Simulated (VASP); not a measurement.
Here is a VASP 6.6.1 calculation.

Contents of INCAR:

```
ALGO = Normal ; EDIFF = 1E-7
ENCUT = 520 ; GGA = PE
ISIF = 2 ; ISMEAR = 0
LASPH = True ; LCHARG = True
LELF = True ; LREAL = Auto
LVHAR = True ; LWAVE = False
NBANDS = 55 ; NELM = 60
PREC = Accurate ; SIGMA = 0.01
```

KPOINTS

```
k-points
0
Gamma
  6 6 6
```

File POSCAR:

```
Li2ScCuC6N6
1.0
    0.0000000000      5.6476221420      5.6476221420
    5.6476221420      0.0000000000      5.6476221420
    5.6476221420      5.6476221420      0.0000000000
Li Sc Cu C N
2 1 1 6 6
Direct
    0.2500000000      0.2500000000      0.2500000000
    0.7500000000      0.7500000000      0.7500000000
    0.0000000000      0.0000000000      0.0000000000
    0.5000000000      0.5000000000      0.5000000000
    0.7969362695      0.2030637305      0.2030637305
    0.2030637305      0.7969362695      0.2030637305
    0.2030637305      0.2030637305      0.7969362695
    0.2030637305      0.7969362695      0.7969362695
    0.7969362695      0.2030637305      0.7969362695
    0.7969362695      0.7969362695      0.2030637305
    0.6931539749      0.3068460251      0.3068460251
    0.3068460251      0.6931539749      0.3068460251
    0.3068460251      0.3068460251      0.6931539749
    0.3068460251      0.6931539749      0.6931539749
    0.6931539749      0.3068460251      0.6931539749
    0.6931539749      0.6931539749      0.3068460251
```

Potentials or basis: VASP PAW PBE potentials, release 64 (Li_sv, Sc_sv, Cu, C, N).

The run is started by

```sh
$ cat potpaw_PBE.64/Li_sv/POTCAR potpaw_PBE.64/Sc_sv/POTCAR potpaw_PBE.64/Cu/POTCAR potpaw_PBE.64/C/POTCAR potpaw_PBE.64/N/POTCAR > POTCAR
$ mpirun -np 1 vasp_std > vasp.out
```

Estimate the largest force.

0.392 eV/Å.

Predict the band gap on the k mesh.

0.25 eV.

Forces on the atoms (eV/Å):
```
Li   0.000  0.000  0.000
Li   0.000  0.000  0.000
Sc   0.000  0.000  0.000
Cu   0.000  0.000  0.000
C   -0.375  0.000  0.000
C    0.000 -0.375  0.000
C    0.000  0.000 -0.375
C    0.375  0.000  0.000
C    0.000  0.375  0.000
C    0.000  0.000  0.375
N    0.392  0.000  0.000
N    0.000  0.392  0.000
N    0.000  0.000  0.392
N   -0.392  0.000  0.000
N    0.000 -0.392  0.000
N    0.000  0.000 -0.392
```

 A k mesh can miss the band edges.
